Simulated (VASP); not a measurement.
# KTaO3 (P4/mmm) in VASP: single point with r2SCAN

Aim: the single point of KTaO3 with r2SCAN.

All numbers are computed with VASP 6.6.1; they aren't measurements. Logs are shortened: lines on timing, memory, paths and dates and some standing lists are left out, and cuts for length are marked.

### Step 1. The cell of the first run

Symmetry: P4/mmm, No. 123, tetragonal system. The conventional cell has a = 3.980 Å, b = 3.980 Å, c = 4.041 Å, α = 90.00°, β = 90.00°, γ = 90.00°. K (site symmetry 4/mmm) has 12 O at 2.81 to 2.84 Å and 8 Ta at 3.46 Å within 3.7 Å. Ta (site symmetry 4/mmm) has 6 O at 1.99 to 2.02 Å within 2.6 Å. O (site symmetry 4/mmm) has 2 Ta at 2.02 Å within 2.7 Å. O (site symmetry mmm) has 2 Ta at 1.99 Å within 2.6 Å.

### Step 2. Single point, r2SCAN

Input file POSCAR:

```
KTaO3
1.0
    3.9803970588      0.0000000000      0.0000000000
    0.0000000000      3.9803970588      0.0000000000
    0.0000000000      0.0000000000      4.0408520742
K Ta O
1 1 3
Direct
    0.0000000000      0.0000000000      0.0000000000
    0.5000000000      0.5000000000      0.5000000000
    0.5000000000      0.5000000000      0.0000000000
    0.5000000000      0.0000000000      0.5000000000
    0.0000000000      0.5000000000      0.5000000000
```

Input file INCAR.step1:

```
  PREC = Accurate
  ENCUT = 660
  ISMEAR = 0
  SIGMA = 0.02
  LREAL = False
  LASPH = True
  NELM = 120
  NBANDS = 27
  GGA = PE
  ALGO = Normal
  EDIFF = 1E-5
  LWAVE = True
  LCHARG = False
  GGA_COMPAT = False
```

Input file INCAR.step2:

```
  PREC = Accurate
  ENCUT = 660
  EDIFF = 1E-6
  ISMEAR = 0
  SIGMA = 0.02
  LREAL = False
  LASPH = True
  NELM = 120
  ALGO = Normal
  ISIF = 2
  LWAVE = False
  LCHARG = False
  METAGGA = R2SCAN
  LMIXTAU = True
  NBANDS = 27
  ISTART = 1
  GGA_COMPAT = False
```

Input file KPOINTS:

```
regular mesh
0
Gamma
  8 8 8
```

Potentials or basis: VASP PAW PBE potentials, release 64 (K_sv, Ta_pv, O).

Launch:

```sh
$ cat potpaw_PBE.64/K_sv/POTCAR potpaw_PBE.64/Ta_pv/POTCAR potpaw_PBE.64/O/POTCAR > POTCAR
$ cp INCAR.step1 INCAR
$ mpirun -np 1 vasp_std > vasp.out
$ cp INCAR.step2 INCAR
$ mpirun -np 1 vasp_std > vasp.out
```

OUTCAR:

```text
PREC = Accurate
   ENCUT = 660
   EDIFF = 1E-6
   ISMEAR = 0
   LREAL = False
   LASPH = True
   NELM = 120
   ISIF = 2
   METAGGA = R2SCAN
   ISTART = 1

 ion  position               nearest neighbor table
   1  0.000  0.000  0.000-   3 2.81   3 2.81   3 2.81   3 2.81   5 2.84   4 2.84   5 2.84   5 2.84
                             5 2.84   4 2.84   4 2.84   4 2.84   2 3.46   2 3.46   2 3.46   2 3.46
   2  0.500  0.500  0.500-   4 1.99   5 1.99   4 1.99   5 1.99   3 2.02   3 2.02   1 3.46   1 3.46
                             1 3.46   1 3.46   1 3.46   1 3.46   1 3.46   1 3.46
   3  0.500  0.500  0.000-   2 2.02   2 2.02   1 2.81   1 2.81   1 2.81   1 2.81
   4  0.500  0.000  0.500-   2 1.99   2 1.99   1 2.84   1 2.84   1 2.84   1 2.84
   5  0.000  0.500  0.500-   2 1.99   2 1.99   1 2.84   1 2.84   1 2.84   1 2.84

  LATTYP: Found a simple tetragonal cell.
 ALAT       =     3.9803970588
 C/A-ratio  =     1.0151881871

  Lattice vectors:

 A1 = (   3.9803970588,   0.0000000000,   0.0000000000)
 A2 = (   0.0000000000,   3.9803970588,   0.0000000000)
 A3 = (   0.0000000000,   0.0000000000,   4.0408520742)

Analysis of symmetry for initial positions (statically):
=====================================================================
 Subroutine PRICEL returns:
 Original cell was already a primitive cell.

 Routine SETGRP: Setting up the symmetry group for a
 simple tetragonal supercell.

 Subroutine GETGRP returns: Found 16 space group operations
 (whereof 16 operations were pure point group operations)
 out of a pool of 16 trial point group operations.

The static configuration has the point symmetry D_4h.

Analysis of symmetry for dynamics (positions and initial velocities):
=====================================================================
 Subroutine PRICEL returns:
 Original cell was already a primitive cell.

 Routine SETGRP: Setting up the symmetry group for a
 simple tetragonal supercell.

 Subroutine GETGRP returns: Found 16 space group operations
 (whereof 16 operations were pure point group operations)
 out of a pool of 16 trial point group operations.

The dynamic configuration has the point symmetry D_4h.

 Subroutine INISYM returns: Found 16 space group operations
 (whereof 16 operations are pure point group operations),
 and found     1 'primitive' translations

----------------------------------------------------------------------------------------

                                     Primitive cell

  volume of cell :      64.0215

  direct lattice vectors                    reciprocal lattice vectors
     3.980397059  0.000000000  0.000000000     0.251231218  0.000000000  0.000000000
     0.000000000  3.980397059  0.000000000     0.000000000  0.251231218  0.000000000
     0.000000000  0.000000000  4.040852074     0.000000000  0.000000000  0.247472558

  length of vectors
     3.980397059  3.980397059  4.040852074     0.251231218  0.251231218  0.247472558

  position of ions in fractional coordinates (direct lattice)
     0.000000000  0.000000000  0.000000000
     0.500000000  0.500000000  0.500000000
     0.500000000  0.500000000  0.000000000
     0.500000000  0.000000000  0.500000000
     0.000000000  0.500000000  0.500000000

  ion indices of the primitive-cell ions
   primitive index   ion index
                 1           1
                 2           2
                 3           3
                 4           4
                 5           5

----------------------------------------------------------------------------------------

 KPOINTS: regular mesh

Automatic generation of k-mesh.
 Grid dimensions read from file:
 generate k-points for:    8    8    8

 Generating k-lattice:

  Cartesian coordinates                     Fractional coordinates (reciprocal lattice)
     0.031403902  0.000000000  0.000000000     0.125000000  0.000000000  0.000000000
     0.000000000  0.031403902  0.000000000     0.000000000  0.125000000  0.000000000
     0.000000000  0.000000000  0.030934070     0.000000000  0.000000000  0.125000000

  Length of vectors
     0.031403902  0.031403902  0.030934070

  Shift w.r.t. Gamma in fractional coordinates (k-lattice)
     0.000000000  0.000000000  0.000000000

 Subroutine IBZKPT returns following result:
 ===========================================

 Found     75 irreducible k-points:

 Following reciprocal coordinates:
            Coordinates               Weight
  0.000000  0.000000  0.000000      1.000000
  0.125000  0.000000  0.000000      4.000000
  0.250000  0.000000  0.000000      4.000000
  0.375000  0.000000  0.000000      4.000000
  0.500000  0.000000  0.000000      2.000000
  0.125000  0.125000  0.000000      4.000000
[... 16 lines left out ...]
  0.375000  0.125000  0.125000     16.000000
  0.500000  0.125000  0.125000      8.000000
 [... further k-points ...]
   k-points           NKPTS =     75   k-points in BZ     NKDIM =     75   number of bands    NBANDS=     27
   number of dos      NEDOS =    301   number of ions     NIONS =      5
   total plane-waves  NPLWV =  46656
   dimension x,y,z NGX =    36 NGY =   36 NGZ =   36
   dimension x,y,z NGXF=    72 NGYF=   72 NGZF=   72
   ions per type =               1   1   3
   NGX,Y,Z   is equivalent  to a cutoff of  15.04, 15.04, 14.81 a.u.
   NGXF,Y,Z  is equivalent  to a cutoff of  30.07, 30.07, 29.62 a.u.
 SYSTEM =  unknown system
   PREC   = accura    normal or accurate (medium, high low for compatibility)
   ISTART =      1    job   : 0-new  1-cont  2-samecut
   ICHARG =      0    charge: 1-file 2-atom 10-const
   ISPIN  =      1    spin polarized calculation?
   LNONCOLLINEAR =      F non collinear calculations
   LSORBIT =      F    spin-orbit coupling
   LASPH  =      T    aspherical Exc in radial PAW
   ENCUT  =  660.0 eV  48.51 Ry    6.96 a.u.   8.34  8.34  8.46*2*pi/ulx,y,z
   NELM   =    120;   NELMIN=  2; NELMDL=  0     # of ELM steps
   EDIFF  = 0.1E-05   stopping-criterion for ELM
   LREAL  =      F    real-space projection
   EDIFFG = 0.1E-04   stopping-criterion for IOM
   NSW    =      0    number of steps for IOM
   IBRION =     -1    ionic relax: 0-MD 1-quasi-New 2-CG
   NFREE  =      0    steps in history (QN), initial steepest desc. (CG)
   ISIF   =      2    stress and relaxation
   ISYM   =      2    0-nonsym 1-usesym 2-fastsym
   POTIM  = 0.5000    time-step for ionic-motion
   TEBEG  =    0.0;   TEEND  =   0.0 temperature during run
   PSTRESS=    0.0 pullay stress
   NELECT =      38.0000    total number of electrons
   NUPDOWN=      -1.0000    fix difference up-down
   EMIN   =  10.00;   EMAX   =-10.00  energy-range for DOS
   EFERMI =   0.00;   METHOD = LEGACY
   ISMEAR =     0;   SIGMA  =   0.02  broadening in eV -4-tet -1-fermi 0-gaus
   EFERMI_NEDOS =   21; number of points for ismear=-14 and -15
   IALGO  =     38    algorithm
   IMIX   =      4    mixing-type and parameters
     AMIX     =   0.40;   BMIX     =  1.00
     AMIX_MAG =   1.60;   BMIX_MAG =  1.00
  volume/ion in A,a.u.               =      12.80        86.41
  Fermi-wavevector in a.u.,A,eV,Ry     =   1.375817  2.599918 25.754106  1.892873
  Thomas-Fermi vector in A             =   2.501119
   LORBIT       =      0    0 simple, 1 ext, 2 COOP (PROOUT), +10 PAW based schemes
   METAGGA = R2SCAN    functional components
   LHFCALC =     F    Hartree Fock is set to
   AEXX    =    0.0000 exact exchange contribution
   IVDW    =     0    specifies the selected vdW correction
   LEPSILON=     F    determine dielectric tensor
   LRPA    =     F    only Hartree local field effects (RPA)
 non-spin polarized calculation
 Gauss-broadening in eV      SIGMA  =   0.02
  energy-cutoff  :      660.00
  volume of cell :       64.02
 maximum number of plane-waves:      2505
 NGX is ok and might be reduce to    36
   NGX = 17   NGY = 17   NGZ = 17

 number of electron      38.0000003 magnetization

 Free energy of the ion-electron system (eV)
  ---------------------------------------------------
  ext. energy  EPLUGINS =         0.00000000
  ---------------------------------------------------
  free energy    TOTEN  =       -87.17289959 eV

  energy without entropy =      -87.17289959  energy(sigma->0) =      -87.17289959

 E-fermi :   1.5160     XC(G=0): -11.5041

 val. band max:        1.3634773904   @ k =   0.5000   0.5000   0.5000
 cond. band min:       3.9246669896   @ k =   0.0000   0.0000   0.0000
 fundamental gap:      2.5611895992
 Fermi energy:         1.5160392525

 k-point     1 :       0.0000    0.0000    0.0000
  band No.  band energies     occupation
      1     -33.9756      2.00000
      2     -33.9756      2.00000
      3     -33.9539      2.00000
      4     -27.0995      2.00000
      5     -17.1816      2.00000
      6     -16.5755      2.00000
[... 19 lines left out ...]
     26       9.9507      0.00000
     27      10.0342      0.00000

 k-point     2 :       0.1250    0.0000    0.0000
  band No.  band energies     occupation
      1     -33.9909      2.00000
      2     -33.9751      2.00000
      3     -33.9534      2.00000
      4     -27.0956      2.00000
      5     -17.1230      2.00000
      6     -16.5111      2.00000
[... 19 lines left out ...]
     26      10.1748      0.00000
     27      10.2506      0.00000

 k-point     3 :       0.2500    0.0000    0.0000
  band No.  band energies     occupation
      1     -34.0274      2.00000
      2     -33.9738      2.00000
      3     -33.9521      2.00000
      4     -27.0861      2.00000
      5     -17.0512      2.00000
      6     -16.4313      2.00000
[... 19 lines left out ...]
     26      10.7350      0.00000
     27      11.0538      0.00000

 k-point     4 :       0.3750    0.0000    0.0000
  band No.  band energies     occupation
      1     -34.0635      2.00000
      2     -33.9726      2.00000
      3     -33.9508      2.00000
      4     -27.0767      2.00000
      5     -17.0369      2.00000
      6     -16.4188      2.00000
[... 19 lines left out ...]
     26      11.2899      0.00000
     27      12.4095      0.00000
[... 516 lines left out ...]
      4     -27.0806      2.00000
      5     -16.8897      2.00000
      6     -16.3253      2.00000
[... 19 lines left out ...]
     26      11.0775      0.00000
     27      11.3152      0.00000

 k-point    23 :       0.3750    0.1250    0.1250
  band No.  band energies     occupation
      1     -34.0623      2.00000
      2     -33.9873      2.00000
      3     -33.9627      2.00000
      4     -27.0724      2.00000
      5     -16.8549      2.00000
      6     -16.3042      2.00000
[... 19 lines left out ...]
     26      11.5885      0.00000
     27      12.5048      0.00000

 k-point    24 :       0.5000    0.1250    0.1250
  band No.  band energies     occupation
      1     -34.0770      2.00000
      2     -33.9867      2.00000
      3     -33.9621      2.00000
      4     -27.0690      2.00000
      5     -16.8519      2.00000
      6     -16.2997      2.00000
[... 19 lines left out ...]
     26      11.8298      0.00000
     27      12.8167      0.00000

 [... further k-points ...]
[... 5 lines left out ...]
  --------------------------------------------------------------------------------------
  -------------------------------------------------------------------------------------
  Total        0.3963331      0.3963331     -1.8048916      0.0000000      0.0000000      0.0000000
  in kB        9.9184823      9.9184823    -45.1685304      0.0000000      0.0000000      0.0000000
  external PRESSURE =      -8.4438553 kB  Pullay stress =       0.0000000 kB

 VOLUME and BASIS-vectors are now :
 -----------------------------------------------------------------------------
  energy-cutoff  :      660.00
  volume of cell :       64.02
      direct lattice vectors                 reciprocal lattice vectors
     3.980397059  0.000000000  0.000000000     0.251231218  0.000000000  0.000000000
     0.000000000  3.980397059  0.000000000     0.000000000  0.251231218  0.000000000
     0.000000000  0.000000000  4.040852074     0.000000000  0.000000000  0.247472558

 POSITION                                       TOTAL-FORCE (eV/Angst)
 -----------------------------------------------------------------------------------
      0.00000      0.00000      0.00000         0.000000      0.000000      0.000000
      1.99020      1.99020      2.02043         0.000000      0.000000      0.000000
      1.99020      1.99020      0.00000         0.000000      0.000000      0.000000
      1.99020      0.00000      2.02043         0.000000      0.000000      0.000000
      0.00000      1.99020      2.02043         0.000000      0.000000      0.000000
 -----------------------------------------------------------------------------------
    total drift:                                0.000000      0.000000      0.000000

  FREE ENERGIE OF THE ION-ELECTRON SYSTEM (eV)
  ---------------------------------------------------
  free  energy   TOTEN  =       -87.1728995863 eV

  energy  without entropy=      -87.1728995863  energy(sigma->0) =      -87.17289959
```

Wall time 23 min (1 thread of Oxide Virtual Turin-like, shared host); peak memory 0.31 GiB.

Results:

```yaml
Free_energy: -87.1729 eV
Pressure: -0.8 GPa
Band_gap_on_the_k_mesh: 2.56 eV (least direct gap 3.22 eV)
```

Levels at points of the mesh, in eV from the valence-band top:
```csv
k point,band 16,band 17,band 18,band 19,band 20,band 21,band 22,band 23
"(0.00, 0.00, 0.00)",-1.06,-0.67,-0.65,-0.65,2.56,2.56,2.58,6.79
"(0.50, 0.00, 0.00)",-2.13,-1.51,-0.90,-0.86,2.72,5.43,5.43,6.91
"(0.50, 0.50, 0.00)",-1.74,-1.35,-1.35,-0.06,5.47,5.47,6.79,7.74
"(0.00, 0.00, 0.50)",-2.19,-1.56,-0.92,-0.92,2.72,5.23,5.23,7.10
"(0.50, 0.00, 0.50)",-1.77,-1.53,-1.51,-0.04,5.27,5.46,6.65,8.10
"(0.50, 0.50, 0.50)",-3.89,-0.03,0.00,0.00,6.78,6.78,6.92,9.60
```

Caveat: the stress differs along the axes, from -5 to 1 GPa; the PAW data sets were made with another functional, which shifts forces and pressure a little; spin-orbit coupling is left out, which moves the levels of the heavy elements.
